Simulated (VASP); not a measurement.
A run of VASP 6.6.1 is set up as follows.

INCAR

```
SYSTEM = Ge
ALGO = Normal ; EDIFF = 1E-6
ENCUT = 520 ; GGA = PS
GGA_COMPAT = .FALSE. ; ISIF = 2
ISMEAR = 0 ; LASPH = .TRUE.
LCHARG = .FALSE. ; LORBIT = 11
LORBMOM = .TRUE. ; LREAL = .FALSE.
LSORBIT = .TRUE. ; LWAVE = .FALSE.
MAGMOM = 0 0 0 0 0 0 ; NBANDS = 40
NELM = 150 ; PREC = Accurate
SIGMA = 0.01
```

KPOINTS

```
k-points
0
G
  12 12 12
  0 0 0
```

The input POSCAR:

```
Ge
1.0
    0.0000000000      2.8378454382      2.8378454382
    2.8378454382      0.0000000000      2.8378454382
    2.8378454382      2.8378454382      0.0000000000
Ge
2
Direct
    0.0000000000      0.0000000000      0.0000000000
    0.2500000000      0.2500000000      0.2500000000
```

Potentials or basis: VASP PAW PBE potentials, release 64 (Ge_d).

Launch:

```sh
$ cat potpaw_PBE.64/Ge_d/POTCAR > POTCAR
$ mpirun -np 1 vasp_ncl > vasp.out
```

Question: Estimate the net moment.

Answer: 0.00 μB per cell.

Question: Estimate the pressure.

Answer: -0.1 GPa.

Moments on the atoms (μB; x, y, z):
```
Ge  0.00 0.00 0.00
Ge  0.00 0.00 0.00
```

Caveat: the PAW data sets were made with another functional, which shifts forces and pressure a little.
